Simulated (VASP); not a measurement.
# Mg2C (P1) in VASP: notebook

Runs on Mg2C. Level: PBEsol. Tasks: single point.

Everything below comes from runs of VASP 6.6.1. Logs are shortened: lines on timing, memory, paths and dates and some standing lists are left out, and cuts for length are marked.

## 1. The cell of the first run

The typed cell holds 24 atoms: a = 7.668 Å, b = 7.668 Å, c = 7.668 Å, α = 60.00°, β = 60.00°, γ = 60.00°.

## 2. Single point, PBEsol

The input, INCAR:

```
  PREC = Accurate
  ENCUT = 520
  EDIFF = 1E-7
  ISMEAR = -1
  SIGMA = 0.112
  LREAL = Auto
  LASPH = True
  NELM = 80
  ALGO = Normal
  ISIF = 2
  LWAVE = False
  LCHARG = False
  GGA = PS
  NBANDS = 50
```

The input, KPOINTS:

```
Automatic mesh
0
Gamma
  2 2 2
```

The input, POSCAR:

```
Mg2C
1.0
    0.0000000000      5.4218852363      5.4218852363
    5.4218852363      0.0000000000      5.4218852363
    5.4218852363      5.4218852363      0.0000000000
C Mg
8 16
Direct
    0.0243154354      0.0051084630      0.0057053033
   -0.0063703857     -0.0124287950      0.5366357592
   -0.0191214855      0.5169105169      0.0182033547
    0.0373734395      0.5063990439      0.4538995926
    0.4633882664      0.0211402483     -0.0007036298
    0.5081357092     -0.0032644549      0.4773993523
    0.5001333267      0.5338867154     -0.0245210834
    0.4769055204      0.4770840561      0.5343266915
    0.0978396770      0.1082522913      0.1400646578
    0.3737734961      0.3837757365      0.3623603072
    0.1460775110      0.1132319246      0.6107540746
    0.3836849010      0.3509001790      0.8909898106
    0.1080980092      0.6564576425      0.0995426824
    0.3849144549      0.8960455244      0.3542581439
    0.1291771163      0.6278532930      0.6389103327
    0.3661128765      0.8638893661      0.8664500990
    0.6400626994      0.1235969540      0.1189959713
    0.8853574524      0.3676406661      0.3909218671
    0.6172068117      0.1231624188      0.6257641673
    0.8974827552      0.3826120269      0.8649040501
    0.6196965361      0.6371616789      0.1298217261
    0.8831168111      0.8697550380      0.3877913140
    0.6231034691      0.5985904088      0.6281423069
    0.8554102121      0.8741365399      0.8905846932
```

Potentials or basis: VASP PAW PBE potentials, release 64 (C, Mg).

Command:

```bash
> cat potpaw_PBE.64/C/POTCAR potpaw_PBE.64/Mg/POTCAR > POTCAR
> mpirun -np 1 vasp_std > vasp.out
```

OUTCAR:

```text
PREC = Accurate
   ENCUT = 520
   EDIFF = 1E-7
   ISMEAR = -1
   LREAL = Auto
   LASPH = True
   NELM = 80
   ISIF = 2
   GGA = PS

 ion  position               nearest neighbor table
   1  0.024  0.005  0.006-   9 1.96  16 2.17  13 2.21  20 2.37  22 2.40  17 2.41  11 2.48  24 2.61

   2  0.994  0.988  0.537-  24 2.22  11 2.23  15 2.26  22 2.37  19 2.37  18 2.38  14 2.48   9 2.50

   3  0.981  0.517  0.018-  13 2.19  24 2.24  21 2.26  20 2.34  18 2.34  15 2.38  12 2.53   9 2.57

   4  0.037  0.506  0.454-  10 2.11  13 2.24  18 2.25  22 2.30  11 2.47  15 2.52  20 2.57  23 2.61

   5  0.463  0.021  0.999-  12 2.08  14 2.24   9 2.30  19 2.35  21 2.41  16 2.44  24 2.46  17 2.51

   6  0.508  0.997  0.477-  14 2.18  17 2.25  11 2.27  22 2.36  19 2.41  10 2.42  16 2.44  23 2.50

   7  0.500  0.534  0.975-  16 2.07  23 2.21  21 2.37  10 2.43  12 2.43  13 2.46  20 2.49  17 2.57

   8  0.477  0.477  0.534-  15 2.19  19 2.22  12 2.24  23 2.27  10 2.33  21 2.54  18 2.56  14 2.65

   9  0.098  0.108  0.140-   1 1.96   5 2.30  22 2.46   2 2.50   3 2.57  20 2.61  14 2.75  18 2.79
                            16 2.81  12 2.87  17 3.53  13 3.59
  10  0.374  0.384  0.362-   4 2.11   8 2.33   6 2.42   7 2.43  11 2.71  21 2.71  17 2.73  19 2.75
                            15 2.83  13 2.87
  11  0.146  0.113  0.611-   2 2.23   6 2.27   4 2.47   1 2.48  14 2.57  16 2.58  18 2.61  10 2.71
                            20 2.84  24 2.88  13 3.63
  12  0.384  0.351  0.891-   5 2.08   8 2.24   7 2.43   3 2.53  17 2.63  23 2.65  19 2.68  15 2.75
                            13 2.82   9 2.87  14 3.52  24 3.64
  13  0.108  0.656  0.100-   3 2.19   1 2.21   4 2.24   7 2.46  24 2.51  16 2.53  22 2.74  18 2.80
                            12 2.82  10 2.87  15 3.57  17 3.59   9 3.59  11 3.63
  14  0.385  0.896  0.354-   6 2.18   5 2.24   2 2.48  11 2.57  17 2.62  21 2.62   8 2.65   9 2.75
                            23 2.80  15 2.85  12 3.52  24 3.58
  15  0.129  0.628  0.639-   8 2.19   2 2.26   3 2.38   4 2.52  20 2.59  22 2.70  24 2.71  12 2.75
                            10 2.83  14 2.85  13 3.57  23 3.64
  16  0.366  0.864  0.866-   7 2.07   1 2.17   5 2.44   6 2.44  13 2.53  11 2.58  23 2.73  19 2.77
                             9 2.81  21 2.81
  17  0.640  0.124  0.119-   6 2.25   1 2.41   5 2.51   7 2.57  24 2.60  14 2.62  12 2.63  10 2.73
                            22 2.78  20 2.80   9 3.53  13 3.59
  18  0.885  0.368  0.391-   4 2.25   3 2.34   2 2.38  23 2.55   8 2.56  11 2.61  19 2.79   9 2.79
                            13 2.80  21 2.86
  19  0.617  0.123  0.626-   8 2.22   5 2.35   2 2.37   6 2.41  22 2.67  12 2.68  24 2.73  10 2.75
                            16 2.77  18 2.79
  20  0.897  0.383  0.865-   3 2.34   1 2.37   7 2.49   4 2.57  15 2.59   9 2.61  23 2.79  17 2.80
                            21 2.82  11 2.84
  21  0.620  0.637  0.130-   3 2.26   7 2.37   5 2.41   8 2.54  24 2.56  14 2.62  10 2.71  16 2.81
                            20 2.82  18 2.86
  22  0.883  0.870  0.388-   4 2.30   6 2.36   2 2.37   1 2.40   9 2.46  19 2.67  15 2.70  13 2.74
                            17 2.78  23 2.89
  23  0.623  0.599  0.628-   7 2.21   8 2.27   6 2.50  18 2.55   4 2.61  12 2.65  16 2.73  20 2.79
                            14 2.80  22 2.89  15 3.64
  24  0.855  0.874  0.891-   2 2.22   3 2.24   5 2.46  13 2.51  21 2.56  17 2.60   1 2.61  15 2.71
                            19 2.73  11 2.88  14 3.58  12 3.64

  LATTYP: Found a face centered cubic cell.
 ALAT       =    10.8437704726

  Lattice vectors:

 A1 = (   0.0000000000,   5.4218852363,   5.4218852363)
 A2 = (   5.4218852363,   0.0000000000,   5.4218852363)
 A3 = (   5.4218852363,   5.4218852363,   0.0000000000)

Analysis of symmetry for initial positions (statically):
=====================================================================
 Subroutine PRICEL returns:
 Original cell was already a primitive cell.

 Routine SETGRP: Setting up the symmetry group for a
 face centered cubic supercell.

 Subroutine GETGRP returns: Found  1 space group operations
 (whereof  1 operations were pure point group operations)
 out of a pool of 48 trial point group operations.

The static configuration has the point symmetry C_1 .

Analysis of symmetry for dynamics (positions and initial velocities):
=====================================================================
 Subroutine PRICEL returns:
 Original cell was already a primitive cell.

 Routine SETGRP: Setting up the symmetry group for a
 face centered cubic supercell.

 Subroutine GETGRP returns: Found  1 space group operations
 (whereof  1 operations were pure point group operations)
 out of a pool of 48 trial point group operations.

The dynamic configuration has the point symmetry C_1 .

 Subroutine INISYM returns: Found  1 space group operations
 (whereof  1 operations are pure point group operations),
 and found     1 'primitive' translations

----------------------------------------------------------------------------------------

                                     Primitive cell

  volume of cell :     318.7726

  direct lattice vectors                    reciprocal lattice vectors
     0.000000000  5.421885236  5.421885236    -0.092218846  0.092218846  0.092218846
     5.421885236  0.000000000  5.421885236     0.092218846 -0.092218846  0.092218846
     5.421885236  5.421885236  0.000000000     0.092218846  0.092218846 -0.092218846

  length of vectors
     7.667703635  7.667703635  7.667703635     0.159727727  0.159727727  0.159727727

  position of ions in fractional coordinates (direct lattice)
     0.024315435  0.005108463  0.005705303
     0.993629614  0.987571205  0.536635759
     0.980878514  0.516910517  0.018203355
     0.037373440  0.506399044  0.453899593
     0.463388266  0.021140248  0.999296370
     0.508135709  0.996735545  0.477399352
[... 16 lines left out ...]
     0.623103469  0.598590409  0.628142307
     0.855410212  0.874136540  0.890584693

  ion indices of the primitive-cell ions
   primitive index   ion index
                 1           1
                 2           2
                 3           3
                 4           4
                 5           5
                 6           6
[... 16 lines left out ...]
                23          23
                24          24

----------------------------------------------------------------------------------------

 KPOINTS: Automatic mesh

Automatic generation of k-mesh.
 Grid dimensions read from file:
 generate k-points for:    2    2    2

 Generating k-lattice:

  Cartesian coordinates                     Fractional coordinates (reciprocal lattice)
    -0.046109423  0.046109423  0.046109423     0.500000000  0.000000000  0.000000000
     0.046109423 -0.046109423  0.046109423     0.000000000  0.500000000  0.000000000
     0.046109423  0.046109423 -0.046109423     0.000000000  0.000000000  0.500000000

  Length of vectors
     0.079863863  0.079863863  0.079863863

  Shift w.r.t. Gamma in fractional coordinates (k-lattice)
     0.000000000  0.000000000  0.000000000

 Subroutine IBZKPT returns following result:
 ===========================================

 Found      8 irreducible k-points:

 Following reciprocal coordinates:
            Coordinates               Weight
  0.000000  0.000000  0.000000      1.000000
  0.500000  0.000000  0.000000      1.000000
  0.000000  0.500000  0.000000      1.000000
  0.000000  0.000000  0.500000      1.000000
  0.500000  0.500000  0.500000      1.000000
  0.500000  0.500000  0.000000      1.000000
  0.000000  0.500000  0.500000      1.000000
  0.500000  0.000000  0.500000      1.000000
   k-points           NKPTS =      8   k-points in BZ     NKDIM =      8   number of bands    NBANDS=     50
   number of dos      NEDOS =    301   number of ions     NIONS =     24
   total plane-waves  NPLWV = 216000
   dimension x,y,z NGX =    60 NGY =   60 NGZ =   60
   dimension x,y,z NGXF=   120 NGYF=  120 NGZF=  120
   ions per type =               8  16
   NGX,Y,Z   is equivalent  to a cutoff of  13.01, 13.01, 13.01 a.u.
   NGXF,Y,Z  is equivalent  to a cutoff of  26.02, 26.02, 26.02 a.u.
 SYSTEM =  unknown system
   PREC   = accura    normal or accurate (medium, high low for compatibility)
   ISTART =      0    job   : 0-new  1-cont  2-samecut
   ICHARG =      2    charge: 1-file 2-atom 10-const
   ISPIN  =      1    spin polarized calculation?
   LNONCOLLINEAR =      F non collinear calculations
   LSORBIT =      F    spin-orbit coupling
   LASPH  =      T    aspherical Exc in radial PAW
   ENCUT  =  520.0 eV  38.22 Ry    6.18 a.u.  14.26 14.26 14.26*2*pi/ulx,y,z
   NELM   =     80;   NELMIN=  2; NELMDL= -5     # of ELM steps
   EDIFF  = 0.1E-06   stopping-criterion for ELM
   LREAL  =      T    real-space projection
   EDIFFG = 0.1E-05   stopping-criterion for IOM
   NSW    =      0    number of steps for IOM
   IBRION =     -1    ionic relax: 0-MD 1-quasi-New 2-CG
   NFREE  =      0    steps in history (QN), initial steepest desc. (CG)
   ISIF   =      2    stress and relaxation
   ISYM   =      2    0-nonsym 1-usesym 2-fastsym
   POTIM  = 0.5000    time-step for ionic-motion
   TEBEG  =    0.0;   TEEND  =   0.0 temperature during run
   PSTRESS=    0.0 pullay stress
   NELECT =      64.0000    total number of electrons
   NUPDOWN=      -1.0000    fix difference up-down
   EMIN   =  10.00;   EMAX   =-10.00  energy-range for DOS
   EFERMI =   0.00;   METHOD = LEGACY
   ISMEAR =    -1;   SIGMA  =   0.11  broadening in eV -4-tet -1-fermi 0-gaus
   EFERMI_NEDOS =   21; number of points for ismear=-14 and -15
   IALGO  =     38    algorithm
   IMIX   =      4    mixing-type and parameters
     AMIX     =   0.40;   BMIX     =  1.00
     AMIX_MAG =   1.60;   BMIX_MAG =  1.00
  volume/ion in A,a.u.               =      13.28        89.63
  Fermi-wavevector in a.u.,A,eV,Ry     =   0.958608  1.811507 12.502799  0.918930
  Thomas-Fermi vector in A             =   2.087731
   LORBIT       =      0    0 simple, 1 ext, 2 COOP (PROOUT), +10 PAW based schemes
   GGA     = PS    functional components
   LHFCALC =     F    Hartree Fock is set to
   AEXX    =    0.0000 exact exchange contribution
   IVDW    =     0    specifies the selected vdW correction
   LEPSILON=     F    determine dielectric tensor
   LRPA    =     F    only Hartree local field effects (RPA)
 non-spin polarized calculation
  energy-cutoff  :      520.00
  volume of cell :      318.77
 maximum number of plane-waves:      8616
 NGX is ok and might be reduce to    60
   NGX = 29   NGY = 29   NGZ = 29

 number of electron      64.0000000 magnetization

 Free energy of the ion-electron system (eV)
  ---------------------------------------------------
  ext. energy  EPLUGINS =         0.00000000
  ---------------------------------------------------
  free energy    TOTEN  =       -95.55271886 eV

  energy without entropy =      -95.51738206  energy(sigma->0) =      -95.53505046

 E-fermi :   4.1571     XC(G=0): -10.0405

 val. band max:        3.7460175117   @ k =   0.0000   0.0000   0.0000
 cond. band min:       4.4143624713   @ k =   0.0000   0.0000   0.0000
 fundamental gap:      0.6683449596
 Fermi energy:         4.1571315541

 k-point     1 :       0.0000    0.0000    0.0000
  band No.  band energies     occupation
      1      -7.0212      2.00000
      2      -5.5976      2.00000
      3      -5.4488      2.00000
      4      -5.4231      2.00000
      5      -5.3848      2.00000
      6      -4.9610      2.00000
[... 36 lines left out ...]
     43       7.8226      0.00000
     44       8.7711      0.00000
[... 287 lines left out ...]
      3      -5.6344      2.00000
      4      -5.5722      2.00000
      5      -5.5266      2.00000
      6      -5.4801      2.00000
[... 36 lines left out ...]
     43       8.4563      0.00000
     44       8.5719      0.00000
 [bands above 44 left out]

------------------------ aborting loop because EDIFF is reached ----------------------------------------

  FORCE on cell =-STRESS in cart. coord.  units (eV):
  Direction    XX          YY          ZZ          XY          YZ          ZX
  --------------------------------------------------------------------------------------
  -------------------------------------------------------------------------------------
  Total        5.3841063      6.3159214      6.4808721     -0.6796325      0.4128049      1.7465519
  in kB       27.0609630     31.7443431     32.5733989     -3.4158889      2.0747915      8.7783143
  external PRESSURE =      30.4595683 kB  Pullay stress =       0.0000000 kB

 VOLUME and BASIS-vectors are now :
 -----------------------------------------------------------------------------
  energy-cutoff  :      520.00
  volume of cell :      318.77
      direct lattice vectors                 reciprocal lattice vectors
     0.000000000  5.421885236  5.421885236    -0.092218846  0.092218846  0.092218846
     5.421885236  0.000000000  5.421885236     0.092218846 -0.092218846  0.092218846
     5.421885236  5.421885236  0.000000000     0.092218846  0.092218846 -0.092218846

 POSITION                                       TOTAL-FORCE (eV/Angst)
 -----------------------------------------------------------------------------------
      0.05863      0.16277      0.15953        -0.876428     -2.549525     -1.766983
      8.26408      8.29692     10.74184        -0.600103     -1.108062      0.432269
      2.90133      5.41691      8.12084        -0.772394     -0.256550     -0.325410
      5.20663      2.66363      2.94827         1.519705      0.194416     -1.631341
      5.53269      7.93051      2.62706        -0.991685      1.791055     -0.071113
      7.99259      5.34346      8.15924         0.476091      0.583677      0.208355
[... 16 lines left out ...]
      6.65120      6.78411      6.62388         0.763819     -0.360269      0.815775
      9.56812      9.46658      9.37740        -0.306876     -0.944280      0.709606
 -----------------------------------------------------------------------------------
    total drift:                                0.006149      0.001796     -0.004433

  FREE ENERGIE OF THE ION-ELECTRON SYSTEM (eV)
  ---------------------------------------------------
  free  energy   TOTEN  =       -95.5527188603 eV

  energy  without entropy=      -95.5173820584  energy(sigma->0) =      -95.53505046
```

Run time: 4.3 min. Hardware: 1 thread of Intel Xeon Platinum 8488C (Sapphire Rapids), shared host; peak memory 0.5 GiB.

What came out:

```
Free energy            : -95.5527 eV
Pressure               : 3.0 GPa
Largest force          : 3.283 eV/Å
Band gap on the k mesh : 0.67 eV
```

Forces on the atoms (eV/Å):
```
C   -0.876 -2.550 -1.767
C   -0.600 -1.108  0.432
C   -0.772 -0.257 -0.325
C    1.520  0.194 -1.631
C   -0.992  1.791 -0.071
C    0.476  0.584  0.208
C   -1.022  1.342 -1.215
C   -0.633 -0.091  1.502
Mg   1.266  1.599  2.572
Mg  -0.096  0.003  0.384
Mg   1.018 -0.069 -0.144
Mg   1.158 -1.011 -0.051
Mg  -0.206  1.705 -0.653
Mg  -0.081 -0.076 -1.034
Mg  -0.228  0.166  0.603
Mg   0.540  0.673  1.759
Mg   0.605  0.276  0.681
Mg  -0.825 -0.746  0.112
Mg   0.176 -0.139 -0.130
Mg   0.141 -0.743 -0.453
Mg  -0.586 -0.168 -0.853
Mg  -0.441 -0.072 -1.452
Mg   0.764 -0.360  0.816
Mg  -0.307 -0.944  0.710
```

Caveat: the k points lie up to 0.50 Å⁻¹ apart; the atoms stand as in a frame of molecular dynamics; the PAW data sets were made with another functional, which shifts forces and pressure a little.

## 3. Single point, PBEsol

The input, INCAR:

```
PREC = Accurate
ENCUT = 520
EDIFF = 1E-7
ISMEAR = -1
SIGMA = 0.112
LREAL = Auto
LASPH = True
NELM = 80
ALGO = Normal
ISIF = 2
LWAVE = False
LCHARG = False
GGA = PS
NBANDS = 50
```

The input, KPOINTS:

```
regular mesh
0
Gamma
  2 2 2
```

The input, POSCAR:

```
Mg2C
1.0
    0.0000000000      5.4218852363      5.4218852363
    5.4218852363      0.0000000000      5.4218852363
    5.4218852363      5.4218852363      0.0000000000
C Mg
8 16
Direct
   -0.0076179222      0.0109828035      0.0018335873
    0.0013222338     -0.0192333470      0.5355804989
   -0.0342093187      0.5113970287      0.0314217274
    0.0316166781      0.5121923241      0.4534262333
    0.4766082990      0.0118727153      0.0082138404
    0.5168810991     -0.0082703706      0.4821714009
    0.5110606144      0.5248004847     -0.0325309357
    0.4959700146      0.4628175239      0.5379624195
    0.0876250565      0.1160577867      0.1509152194
    0.3743125152      0.3904862253      0.3502203417
    0.1519460417      0.1093219377      0.6100023988
    0.3724395505      0.3495757319      0.9018327181
    0.1090294195      0.6620424158      0.0991798934
    0.3891600261      0.8987960437      0.3505199607
    0.1297725734      0.6253632920      0.6508536876
    0.3750514648      0.8672804375      0.8574938047
    0.6486774151      0.1238040775      0.1200166495
    0.8922982116      0.3607257282      0.3873509690
    0.6140916591      0.1198318429      0.6278064458
    0.8971560238      0.3873112227      0.8651896519
    0.6185435239      0.6376475800      0.1274209929
    0.8828888461      0.8513748998      0.4045080086
    0.6191540126      0.5975736960      0.6282359090
    0.8497575657      0.8746513055      0.8911916777
```

Potentials or basis: VASP PAW PBE potentials, release 64 (C, Mg).

Command:

```bash
> cat potpaw_PBE.64/C/POTCAR potpaw_PBE.64/Mg/POTCAR > POTCAR
> mpirun -np 1 vasp_std > vasp.out
```

Wall time 3.9 min (1 thread of Intel Xeon Platinum 8488C (Sapphire Rapids), shared host); peak memory 0.49 GiB.

Results (log left out):

```yaml
Free_energy: -96.0747 eV
Pressure: 2.5 GPa
Largest_force: 1.875 eV/Å
Band_gap_on_the_k_mesh: 0.62 eV
```

Forces on the atoms (eV/Å):
```
C   -0.549 -0.041  0.485
C   -0.522 -1.109  0.423
C   -1.242  0.136  0.655
C    0.845  0.754 -1.495
C   -0.931  0.644 -0.234
C    0.560  0.133 -0.124
C    0.162  1.021 -1.184
C   -0.134 -1.039  0.893
Mg  -0.582  0.559  0.958
Mg   0.308  0.356  0.060
Mg   1.312 -0.231 -0.346
Mg   0.473 -0.363  0.241
Mg  -0.212  1.171 -0.845
Mg  -0.017  0.180 -1.134
Mg  -0.856  0.221  1.102
Mg   0.830  0.753  0.748
Mg   0.568 -0.070  0.349
Mg   0.215 -0.681 -0.073
Mg   0.241 -0.101  0.331
Mg  -0.294 -1.019 -0.874
Mg  -0.295  0.010 -1.025
Mg  -0.222 -0.489 -0.629
Mg   0.274 -0.173  0.739
Mg   0.068 -0.622  0.978
```

Stress tensor (GPa, compression positive):
```
 2.33 -0.65  0.58
-0.65  2.63 -0.35
 0.58 -0.35  2.50
```

Levels at points of the mesh, in eV from the valence-band top:
```csv
k point,band 28,band 29,band 30,band 31,band 32,band 33,band 34,band 35,band 36,band 37
"(0.00, 0.00, 0.00)",-0.42,-0.37,-0.06,-0.04,0.00,0.62,0.71,0.95,1.36,3.14
"(0.50, 0.00, 0.00)",-0.95,-0.44,-0.26,-0.24,-0.17,2.18,2.34,2.42,2.48,2.52
"(0.00, 0.50, 0.00)",-0.83,-0.42,-0.39,-0.20,-0.11,2.17,2.27,2.42,2.51,2.62
"(0.00, 0.00, 0.50)",-0.96,-0.45,-0.30,-0.20,-0.10,2.24,2.34,2.40,2.46,2.57
"(0.50, 0.50, 0.50)",-1.03,-0.35,-0.34,-0.17,-0.11,2.20,2.34,2.42,2.45,2.50
"(0.50, 0.50, 0.00)",-0.87,-0.57,-0.51,-0.43,-0.38,2.53,2.61,3.00,3.17,3.57
"(0.00, 0.50, 0.50)",-0.79,-0.59,-0.54,-0.41,-0.32,2.53,2.70,2.93,3.17,3.57
"(0.50, 0.00, 0.50)",-0.91,-0.56,-0.50,-0.44,-0.36,2.55,2.60,2.97,3.13,3.66
```

Caveat: the k points lie up to 0.50 Å⁻¹ apart; the atoms stand as in a frame of molecular dynamics; the PAW data sets were made with another functional, which shifts forces and pressure a little.
